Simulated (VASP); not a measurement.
Here is a VASP 6.6.1 calculation.

File INCAR:

```
SYSTEM = Tl
ALGO = Fast
EDIFF = 1E-7
ENCUT = 520
GGA = PS
ISIF = 2
ISMEAR = 0
LASPH = .True.
LCHARG = .True.
LELF = .True.
LREAL = .False.
LVHAR = .True.
LWAVE = .False.
NBANDS = 12
NELM = 60
PREC = Accurate
SIGMA = 0.15
```

File KPOINTS:

```
k-points
0
Gamma
  20 20 20
  0 0 0
```

POSCAR

```
Tl
1.0
   -1.9675923456      1.9675923456      1.8888886517
    1.9675923456     -1.9675923456      1.8888886517
    1.9675923456      1.9675923456     -1.8888886517
Tl
1
Direct
    0.0000000000      0.0000000000      0.0000000000
```

Potentials or basis: VASP PAW PBE potentials, release 64 (Tl_d).

Run with:

```bash
$ cat potpaw_PBE.64/Tl_d/POTCAR > POTCAR
$ mpirun -np 1 vasp_std > vasp.out
```

Q: Estimate the band gap on the k mesh.

A: Zero (an odd number of electrons rules out a gap without spin polarisation).

Q: Predict the pressure.

A: -0.8 GPa.

Stress tensor (GPa, compression positive):
```
-0.92  0.00  0.00
 0.00 -0.92  0.00
 0.00  0.00 -0.68
```

Caveat: the PAW data sets were made with another functional, which shifts forces and pressure a little; spin-orbit coupling is left out, which moves the levels of the heavy elements.
